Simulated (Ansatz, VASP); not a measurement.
# InSb: VASP beside Ansatz

```
CELL_PARAMETERS angstrom
0.00000 3.02393 3.17513
3.02393 0.00000 3.17513
3.02393 3.02393 0.00000
ATOMIC_POSITIONS crystal
In 0.00000 0.00000 0.00000
Sb 0.50000 0.50000 0.50000
```

Alike in both runs: task single point; functional r2SCAN; k mesh 6 × 6 × 6; occupations gaussian, width 0.15 eV; no spin polarisation.

|  | VASP | Ansatz |
| --- | --- | --- |
| version | VASP 6.6.1 | Ansatz 0.2.0 |
| potentials or method | VASP PAW PBE potentials, release 64 (In_d, Sb), cutoff 520 eV | scalar-relativistic, plane waves, PAW |
| valence electrons in the cell | 18 | 28 |

```csv
,VASP,Ansatz,Ansatz less VASP
gap on the k mesh at the Fermi level (eV),none,none,-
pressure (GPa),-1.2,-1.2,-0.03
"traceless stress, the component that is largest in VASP (GPa)",-1.69,-1.69,+0.001
```

VASP's potentials were made for PBE, not for r2SCAN. A gap of «none» marks a metal or a gap that the smearing closes. VASP's potentials hold 18 valence electrons a cell and Ansatz's 28, so a difference there can come from the potentials and not from the codes.

Spin-orbit coupling is off throughout.
